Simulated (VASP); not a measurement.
Write the native input for VASP 6.6.1 that does the following.

```yaml
Task: single point
Functional: PBE
Potentials_or_basis: VASP PAW PBE potentials, release 64 (Na_pv, F)
Cutoff: 520 eV
k_mesh: 8 × 8 × 8
Occupations: gaussian, width 0.02 eV
Spin: no spin polarisation
Dipole_correction: no
Further_INCAR_settings: ALGO = Normal; EDIFF = 1e-06; NBANDS = 14
```

The structure of NaF lies in POSCAR:

```
NaF
1.0
    0.0000000000      2.4255938251      2.4255938251
    2.4255938251      0.0000000000      2.4255938251
    2.4255938251      2.4255938251      0.0000000000
Na F
1 1
Direct
    0.0000000000      0.0000000000      0.0000000000
    0.5000000000      0.5000000000      0.5000000000
```

This cell differs from its parent crystal: volume scaled by 1.10.

The input as run:

INCAR

```
ALGO = Normal
EDIFF = 1E-6
ENCUT = 520
GGA = PE
ISIF = 2
ISMEAR = 0
LASPH = True
LCHARG = False
LREAL = False
LWAVE = False
NBANDS = 14
NELM = 100
PREC = Accurate
SIGMA = 0.02
```

KPOINTS

```
k-points
0
Gamma
  8 8 8
```

Potentials or basis: VASP PAW PBE potentials, release 64 (Na_pv, F).

Launch:

```console
$ cat potpaw_PBE.64/Na_pv/POTCAR potpaw_PBE.64/F/POTCAR > POTCAR
$ mpirun -np 1 vasp_std > vasp.out
```

Results of the run:

```
Pressure               : -3.6 GPa
Band gap on the k mesh : 5.62 eV, direct
```

Wall time 13 s on 1 thread of AMD EPYC 7R13 Processor (Zen 3) (shared host), peak memory 0.12 GiB.
